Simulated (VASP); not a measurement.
Input of a VASP 6.6.1 run:

File POSCAR:

```
Se
1.0
    4.5031294960      0.0000000000      0.0000000000
   -2.2515647480      3.8998245401      0.0000000000
    0.0000000000      0.0000000000      4.9915833498
Se
3
Direct
    0.2172096340      0.0000000000      0.3333333333
    0.0000000000      0.2172096340      0.6666666667
    0.7827903660      0.7827903660      0.0000000000
```

File INCAR.step1:

```
PREC = Accurate
ENCUT = 520
ISMEAR = 0
SIGMA = 0.02
LREAL = F
LASPH = T
NELM = 80
NBANDS = 16
GGA = PE
ALGO = Normal
EDIFF = 1E-4
LWAVE = T
LCHARG = F
```

Contents of INCAR.step2:

```
PREC = Accurate
ENCUT = 520
EDIFF = 1E-7
ISMEAR = 0
SIGMA = 0.02
LREAL = F
LASPH = T
NELM = 80
ALGO = Normal
ISIF = 2
LWAVE = F
LCHARG = T
METAGGA = R2SCAN
LMIXTAU = T
LELF = T
LVHAR = T
NBANDS = 16
ISTART = 1
```

File KPOINTS:

```
regular mesh
0
Gamma
  12 12 8
```

Potentials or basis: VASP PAW PBE potentials, release 64 (Se).

Launch:

```console
$ cat potpaw_PBE.64/Se/POTCAR > POTCAR
$ cp INCAR.step1 INCAR
$ mpirun -np 1 vasp_std > vasp.out
$ cp INCAR.step2 INCAR
$ mpirun -np 1 vasp_std > vasp.out
```

(1) Predict the pressure.

(2) Predict the band gap on the k mesh.

Results:

(1) 0.0 GPa.

(2) 1.31 eV (least direct gap 1.58 eV).

Caveat: the PAW data sets were made with another functional, which shifts forces and pressure a little.
